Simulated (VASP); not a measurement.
Set up this calculation in VASP 6.6.1, as the native input.

| Property | Result |
| --- | --- |
| Task | single point |
| Functional | PBE |
| Dispersion | D3(BJ) |
| Potentials or basis | VASP PAW PBE potentials, release 64 (Se, W_sv) |
| Cutoff | 520 eV |
| k mesh | 9 × 9 × 1 |
| Occupations | gaussian, width 0.05 eV |
| Spin | no spin polarisation |
| Dipole correction | yes |
| Further INCAR settings | ALGO = Normal; EDIFF = 1e-07; NBANDS = 35 |

The structure of WSe2 lies in POSCAR:

```
WSe2
1.0
    3.2854926209      0.0000000000      0.0000000000
   -1.6427463104      2.8453200736      0.0000000000
    0.0000000000      0.0000000000     24.2386466044
Se W
4 2
Direct
    0.3333333333      0.6666666667      0.1856539300
    0.3333333333      0.6666666667      0.3245416279
    0.6666666667      1.3333333333      0.4496927335
    0.6666666667      1.3333333333      0.5885464853
    0.6666666667      0.3333333333      0.2551147893
    1.0000000000      1.0000000000      0.5190497362
```

These files were run (other wordings do the same):

INCAR

```
PREC     = Accurate       # precision mode
ENCUT    = 520            # plane-wave cutoff, eV
EDIFF    = 1E-7           # SCF threshold, eV
ISMEAR   = 0              # smearing method
SIGMA    = 0.05           # smearing width, eV
LREAL    = F              # projectors in reciprocal space
LASPH    = T              # aspherical terms in the spheres
NELM     = 80             # most SCF steps
ALGO     = Normal         # electronic algorithm
ISIF     = 2              # what is computed and relaxed
LWAVE    = F              # write WAVECAR
LCHARG   = F              # write CHGCAR
LDIPOL   = T            
IDIPOL   = 3            
DIPOL    = 0.5 0.5 0.387
GGA      = PE             # functional
IVDW     = 12             # dispersion correction
NBANDS   = 35             # bands
```

KPOINTS

```
Automatic mesh
0
Gamma
  9 9 1
```

Potentials or basis: VASP PAW PBE potentials, release 64 (Se, W_sv).

The run is started by

```console
$ cat potpaw_PBE.64/Se/POTCAR potpaw_PBE.64/W_sv/POTCAR > POTCAR
$ mpirun -np 1 vasp_std > vasp.out
```

Results of the run:

| Item | Value |
| --- | --- |
| Largest force | 0.048 eV/Å |
| Band gap on the k mesh | 1.38 eV, indirect (least direct gap 1.59 eV) |
| Dispersion energy per atom | -0.404 eV |

Caveat: spin-orbit coupling is left out, which moves the levels of the heavy elements.

Run time: 62 s on 1 thread of Intel(R) Xeon(R) 6975P-C (Granite Rapids), on a shared host, peak memory 0.35 GiB.
